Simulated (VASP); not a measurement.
Here is a VASP 6.6.1 calculation.

The input INCAR:

```
SYSTEM = C
PREC     = Accurate       ! precision mode
ENCUT    = 1300           ! plane-wave cutoff, eV
EDIFF    = 1E-6           ! SCF threshold, eV
ISMEAR   = 0              ! smearing method
SIGMA    = 0.1            ! smearing width, eV
LREAL    = .FALSE.        ! projectors in reciprocal space
LASPH    = .TRUE.         ! aspherical terms in the spheres
NELM     = 120            ! most SCF steps
ALGO     = Normal         ! electronic algorithm
ISIF     = 2              ! what is computed and relaxed
LWAVE    = .FALSE.        ! write WAVECAR
LCHARG   = .FALSE.        ! write CHGCAR
GGA      = PS             ! functional
NBANDS   = 16             ! bands
GGA_COMPAT= .FALSE.
```

Contents of KPOINTS:

```
regular mesh
0
G
  9 9 4
  0 0 0
```

POSCAR

```
C
1.0
    2.5200000000      0.0000000000      0.0000000000
   -1.2600000000      2.1823840175      0.0000000000
    0.0000000000      0.0000000000      4.1800000000
C
4
Direct
    0.3333333333      0.6666666667      0.0000000000
    0.6666666667      0.3333333333      0.5000000000
    0.3333333333      0.6666666667      0.3740000000
    0.6666666667      0.3333333333      0.8740000000
```

Potentials or basis: VASP PAW PBE potentials, release 64 (C_h).

The run is started by

```sh
$ cat potpaw_PBE.64/C_h/POTCAR > POTCAR
$ mpirun -np 1 vasp_std > vasp.out
```

Problem. Predict the band gap on the k mesh.

Solution. 3.09 eV (least direct gap 4.82 eV).

Problem. Predict the pressure.

Solution. -9.2 GPa.

Problem. Predict the largest force.

Solution. 0.088 eV/Å.

Forces in eV/Å, atoms in the order of the input:
```
C    0.000  0.000 -0.088
C    0.000  0.000 -0.088
C    0.000  0.000  0.088
C    0.000  0.000  0.088
```

Caveat: the cell stands under tension; the PAW data sets were made with another functional, which shifts forces and pressure a little. A k mesh can miss the band edges.
